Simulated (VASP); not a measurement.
# RbCaH3 (P4/mmm) in VASP: a series of runs

Runs on RbCaH3. Level: LDA. Tasks: single point.

Everything below comes from runs of VASP 6.6.1. Logs are shortened: lines on timing, memory, paths and dates and some standing lists are left out, and cuts for length are marked.

## 1. The cell of the first run

Symmetry: P4/mmm, No. 123, tetragonal system. The conventional cell has a = 4.945 Å, b = 4.945 Å, c = 4.547 Å, α = 90.00°, β = 90.00°, γ = 90.00°. Rb (site symmetry 4/mmm) has 12 H at 3.36 to 3.50 Å and 8 Ca at 4.17 Å and 2 Rb at 4.55 Å within 4.6 Å. Ca (site symmetry 4/mmm) has 6 H at 2.27 to 2.47 Å within 3.0 Å. H (site symmetry mmm) has 2 Ca at 2.47 Å and 4 Rb at 3.36 Å and 8 H at 3.36 to 3.50 Å within 3.5 Å. Within 3.0 Å of H (site symmetry 4/mmm) lie 2 Ca at 2.27 Å.

## 2. Single point, LDA (strain +0.0875 x Voigt [1, 1, 0, 0, 0, 0])

Contents of INCAR:

```
SYSTEM = RbCaH3
ALGO     = Normal         ! electronic algorithm
EDIFF    = 1E-6           ! SCF threshold, eV
ENCUT    = 520            ! plane-wave cutoff, eV
ISIF     = 2              ! what is computed and relaxed
ISMEAR   = 0              ! smearing method
LASPH    = .TRUE.         ! aspherical terms in the spheres
LCHARG   = .FALSE.        ! write CHGCAR
LREAL    = .FALSE.        ! projectors in reciprocal space
LWAVE    = .FALSE.        ! write WAVECAR
NBANDS   = 19             ! bands
NELM     = 80             ! most SCF steps
PREC     = Accurate       ! precision mode
SIGMA    = 0.05           ! smearing width, eV
```

Contents of KPOINTS:

```
k-points
0
G
  6 6 6
  0 0 0
```

Contents of POSCAR:

```
RbCaH3
1.0
    4.9448625000      0.0000000000      0.0000000000
    0.0000000000      4.9448625000      0.0000000000
    0.0000000000      0.0000000000      4.5470000000
Rb Ca H
1 1 3
Direct
    0.0000000000      0.0000000000      0.0000000000
    0.5000000000      0.5000000000      0.5000000000
    0.0000000000      0.5000000000      0.5000000000
    0.5000000000      0.0000000000      0.5000000000
    0.5000000000      0.5000000000      0.0000000000
```

Potentials or basis: VASP PAW LDA potentials, release 64 (Rb_sv, Ca_sv, H).

Run with:

```
cat potpaw_LDA.64/Rb_sv/POTCAR potpaw_LDA.64/Ca_sv/POTCAR potpaw_LDA.64/H/POTCAR > POTCAR
mpirun -np 1 vasp_std > vasp.out
```

OUTCAR:

```text
SYSTEM = RbCaH3
   EDIFF = 1E-6
   ENCUT = 520
   ISIF = 2
   ISMEAR = 0
   LASPH = .TRUE.
   LREAL = .FALSE.
   NELM = 80
   PREC = Accurate

 ion  position               nearest neighbor table
   1  0.000  0.000  0.000-   2 4.17   2 4.17   2 4.17   2 4.17   2 4.17   2 4.17   2 4.17   2 4.17

   2  0.500  0.500  0.500-   1 4.17   1 4.17   1 4.17   1 4.17   1 4.17   1 4.17   1 4.17   1 4.17

   3  0.000  0.500  0.500-
   4  0.500  0.000  0.500-
   5  0.500  0.500  0.000-

  LATTYP: Found a simple tetragonal cell.
 ALAT       =     4.9448625000
 C/A-ratio  =     0.9195402299

  Lattice vectors:

 A1 = (   4.9448625000,   0.0000000000,   0.0000000000)
 A2 = (   0.0000000000,   4.9448625000,   0.0000000000)
 A3 = (   0.0000000000,   0.0000000000,   4.5470000000)

Analysis of symmetry for initial positions (statically):
=====================================================================
 Subroutine PRICEL returns:
 Original cell was already a primitive cell.

 Routine SETGRP: Setting up the symmetry group for a
 simple tetragonal supercell.

 Subroutine GETGRP returns: Found 16 space group operations
 (whereof 16 operations were pure point group operations)
 out of a pool of 16 trial point group operations.

The static configuration has the point symmetry D_4h.

Analysis of symmetry for dynamics (positions and initial velocities):
=====================================================================
 Subroutine PRICEL returns:
 Original cell was already a primitive cell.

 Routine SETGRP: Setting up the symmetry group for a
 simple tetragonal supercell.

 Subroutine GETGRP returns: Found 16 space group operations
 (whereof 16 operations were pure point group operations)
 out of a pool of 16 trial point group operations.

The dynamic configuration has the point symmetry D_4h.

 Subroutine INISYM returns: Found 16 space group operations
 (whereof 16 operations are pure point group operations),
 and found     1 'primitive' translations

----------------------------------------------------------------------------------------

                                     Primitive cell

  volume of cell :     111.1817

[... 86 lines left out ...]
   ISTART =      0    job   : 0-new  1-cont  2-samecut
   ICHARG =      2    charge: 1-file 2-atom 10-const
   ISPIN  =      1    spin polarized calculation?
   LNONCOLLINEAR =      F non collinear calculations
   LSORBIT =      F    spin-orbit coupling
   LASPH  =      T    aspherical Exc in radial PAW
   ENCUT  =  520.0 eV  38.22 Ry    6.18 a.u.   9.19  9.19  8.45*2*pi/ulx,y,z
   NELM   =     80;   NELMIN=  2; NELMDL= -5     # of ELM steps
   EDIFF  = 0.1E-05   stopping-criterion for ELM
   LREAL  =      F    real-space projection
   EDIFFG = 0.1E-04   stopping-criterion for IOM
   NSW    =      0    number of steps for IOM
   IBRION =     -1    ionic relax: 0-MD 1-quasi-New 2-CG
   NFREE  =      0    steps in history (QN), initial steepest desc. (CG)
   ISIF   =      2    stress and relaxation
   ISYM   =      2    0-nonsym 1-usesym 2-fastsym
   POTIM  = 0.5000    time-step for ionic-motion
   TEBEG  =    0.0;   TEEND  =   0.0 temperature during run
   PSTRESS=    0.0 pullay stress
   NELECT =      22.0000    total number of electrons
   NUPDOWN=      -1.0000    fix difference up-down
   EMIN   =  10.00;   EMAX   =-10.00  energy-range for DOS
   EFERMI =   0.00;   METHOD = LEGACY
   ISMEAR =     0;   SIGMA  =   0.05  broadening in eV -4-tet -1-fermi 0-gaus
   EFERMI_NEDOS =   21; number of points for ismear=-14 and -15
   IALGO  =     38    algorithm
   IMIX   =      4    mixing-type and parameters
     AMIX     =   0.40;   BMIX     =  1.00
     AMIX_MAG =   1.60;   BMIX_MAG =  1.00
  volume/ion in A,a.u.               =      22.24       150.06
  Fermi-wavevector in a.u.,A,eV,Ry     =   0.953977  1.802755 12.382284  0.910072
  Thomas-Fermi vector in A             =   2.082681
   LORBIT       =      0    0 simple, 1 ext, 2 COOP (PROOUT), +10 PAW based schemes
   GGA     = CA    functional components
   LHFCALC =     F    Hartree Fock is set to
   AEXX    =    0.0000 exact exchange contribution
   IVDW    =     0    specifies the selected vdW correction
   LEPSILON=     F    determine dielectric tensor
   LRPA    =     F    only Hartree local field effects (RPA)
 non-spin polarized calculation
 Gauss-broadening in eV      SIGMA  =   0.05
  energy-cutoff  :      520.00
  volume of cell :      111.18
 maximum number of plane-waves:      3013
 NGX is ok and might be reduce to    40
   NGX = 19   NGY = 19   NGZ = 17

 number of electron      22.0000001 magnetization

 Free energy of the ion-electron system (eV)
  ---------------------------------------------------
  ext. energy  EPLUGINS =         0.00000000
  ---------------------------------------------------
  free energy    TOTEN  =       -15.38167140 eV

  energy without entropy =      -15.38167140  energy(sigma->0) =      -15.38167140

 E-fermi :  -1.5547     XC(G=0):  -7.6134

 val. band max:       -1.8202252329   @ k =   0.0000   0.0000   0.5000
 cond. band min:       0.9613560278   @ k =   0.5000   0.5000   0.0000
 fundamental gap:      2.7815812607
 Fermi energy:        -1.5547428346

 k-point     1 :       0.0000    0.0000    0.0000
  band No.  band energies     occupation
      1     -40.5997      2.00000
      2     -27.3617      2.00000
      3     -21.8998      2.00000
      4     -21.8998      2.00000
      5     -21.8526      2.00000
      6     -11.4936      2.00000
[... 505 lines left out ...]
      6     -11.5691      2.00000
[... 11 lines left out ...]
     18       5.4903      0.00000
     19       5.6349      0.00000

 [... further k-points ...]
[... 5 lines left out ...]
  --------------------------------------------------------------------------------------
  -------------------------------------------------------------------------------------
  Total       -3.6209057     -3.6209057     -2.2371972      0.0000000      0.0000000      0.0000000
  in kB      -52.1788379    -52.1788379    -32.2389928      0.0000000      0.0000000      0.0000000
  external PRESSURE =     -45.5322229 kB  Pullay stress =       0.0000000 kB

 VOLUME and BASIS-vectors are now :
 -----------------------------------------------------------------------------
  energy-cutoff  :      520.00
  volume of cell :      111.18
      direct lattice vectors                 reciprocal lattice vectors
     4.944862500  0.000000000  0.000000000     0.202230092  0.000000000  0.000000000
     0.000000000  4.944862500  0.000000000     0.000000000  0.202230092  0.000000000
     0.000000000  0.000000000  4.547000000     0.000000000  0.000000000  0.219925225

 POSITION                                       TOTAL-FORCE (eV/Angst)
 -----------------------------------------------------------------------------------
      0.00000      0.00000      0.00000         0.000000      0.000000      0.000000
      2.47243      2.47243      2.27350         0.000000      0.000000      0.000000
      0.00000      2.47243      2.27350         0.000000      0.000000      0.000000
      2.47243      0.00000      2.27350         0.000000      0.000000      0.000000
      2.47243      2.47243      0.00000         0.000000      0.000000      0.000000
 -----------------------------------------------------------------------------------
    total drift:                               -0.000000      0.000000     -0.000000

  FREE ENERGIE OF THE ION-ELECTRON SYSTEM (eV)
  ---------------------------------------------------
  free  energy   TOTEN  =       -15.3816714039 eV

  energy  without entropy=      -15.3816714039  energy(sigma->0) =      -15.38167140
```

stdout:

```text
POSCAR found type information on POSCAR RbCaH
 POSCAR found :  3 types and       5 ions
 scaLAPACK will be used
 LDA part: xc-table for (Slater(with rela. corr.)+CA(PZ))
 , standard interpolation
 POSCAR, INCAR and KPOINTS ok, starting setup
 FFT: planning ... GRIDC
 FFT: planning ... GRID_SOFT
 FFT: planning ... GRID
 WAVECAR not read
 entering main loop
```

Wall time 75 s (1 thread of Intel Xeon Platinum 8259CL at 2.50GHz (Skylake/Cascade Lake), shared host); peak memory 0.25 GiB.

What came out:

```yaml
Free_energy: -15.3817 eV
Pressure: -4.6 GPa
Band_gap_on_the_k_mesh: 2.78 eV (least direct gap 2.95 eV)
```

Caveat: the cell differs from its parent crystal (strain +0.0875 x Voigt [1, 1, 0, 0, 0, 0]); the cell stands under tension.

## 3. Single point, LDA (strain +0.1000 x Voigt [1, 1, 0, 0, 0, 0])

Contents of INCAR:

```
PREC = Accurate
ENCUT = 520
EDIFF = 1E-6
ISMEAR = 0
SIGMA = 0.05
LREAL = False
LASPH = True
NELM = 80
ALGO = Normal
ISIF = 2
LWAVE = False
LCHARG = True
GGA = CA
LELF = True
LVHAR = True
NBANDS = 19
```

Contents of KPOINTS:

```
Automatic mesh
0
Gamma
  6 6 6
```

POSCAR: that of step 2 with these lines changed.

```diff
@@ -2,4 +2,4 @@
 1.0
-    4.9448625000      0.0000000000      0.0000000000
-    0.0000000000      4.9448625000      0.0000000000
+    5.0017000000      0.0000000000      0.0000000000
+    0.0000000000      5.0017000000      0.0000000000
     0.0000000000      0.0000000000      4.5470000000
```

Potentials or basis: VASP PAW LDA potentials, release 64 (Rb_sv, Ca_sv, H).

Run with:

```
cat potpaw_LDA.64/Rb_sv/POTCAR potpaw_LDA.64/Ca_sv/POTCAR potpaw_LDA.64/H/POTCAR > POTCAR
mpirun -np 1 vasp_std > vasp.out
```

Wall time 72 s (1 thread of Intel Xeon Platinum 8259CL at 2.50GHz (Skylake/Cascade Lake), shared host); peak memory 0.25 GiB.

It converged, with:

- Free energy: -15.2973 eV
- Pressure: -4.7 GPa
- Band gap on the k mesh: 2.74 eV (least direct gap 2.95 eV)

Stress tensor (GPa, compression positive):
```
-5.41  0.00  0.00
 0.00 -5.41  0.00
 0.00  0.00 -3.29
```

Levels at points of the mesh, in eV from the valence-band top:
| k point | band 9 | band 10 | band 11 | band 12 | band 13 | band 14 |
| --- | --- | --- | --- | --- | --- | --- |
| (0.00, 0.00, 0.00) | -2.57 | -0.32 | -0.27 | 5.13 | 5.44 | 5.44 |
| (0.50, 0.00, 0.00) | -1.67 | -0.79 | -0.14 | 4.81 | 5.10 | 5.13 |
| (0.50, 0.50, 0.00) | -1.29 | -0.24 | -0.24 | 2.74 | 4.50 | 4.83 |
| (0.00, 0.00, 0.50) | -1.31 | -0.66 | 0.00 | 4.72 | 4.72 | 5.40 |
| (0.50, 0.00, 0.50) | -0.92 | -0.23 | -0.13 | 2.82 | 4.35 | 4.41 |
| (0.50, 0.50, 0.50) | -0.27 | -0.26 | -0.26 | 3.75 | 3.75 | 3.97 |

Caveat: the cell differs from its parent crystal (strain +0.1000 x Voigt [1, 1, 0, 0, 0, 0]); the cell stands under tension.
